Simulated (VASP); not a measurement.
Runs of VASP 6.6.1 on Ti. The structure is that of space group Im-3m (No. 229), or close to it. The cells are those of the table. This isn't the form of Ti at room conditions, which is hcp.

```csv
level,U,cell,gap on the mesh (eV),pressure (GPa)
PBEsol,-,"a = 3.114 Å, 2 atoms",none,11.4
PBEsol,-,"a = 3.307 Å, 2 atoms",none,(a)
PBEsol,-,"a = 3.178 Å, 2 atoms",none,3.2
PBEsol,-,"a = 3.242 Å, 2 atoms",none,-3.5
PBEsol+U,Ti d U = 4.0 eV,"a = 3.114 Å, 2 atoms",none,(b)
PBEsol,-,"a = 3.146 Å, 2 atoms",none,6.9
PBEsol,-,"a = 3.274 Å, 2 atoms",none,-6.3
```

Alike in all rows: task single point; potentials or basis VASP PAW PBE potentials, release 64 (Ti_sv); no spin polarisation; k mesh 16 × 16 × 16; cutoff (eV) 520; smearing gaussian 0.1 eV.

Fill in the values left out.

(a) -8.8; (b) 27.1.

Caveats: the PAW data sets were made with another functional, which shifts forces and pressure a little; the cell stands under pressure (at least some runs); the cell stands under tension (at least some runs); U without spin polarisation on a metal has little footing (at least some runs); the U is typed as a test and isn't derived for this compound (at least some runs).

A gap of «none» marks levels without a gap at the run's occupations.
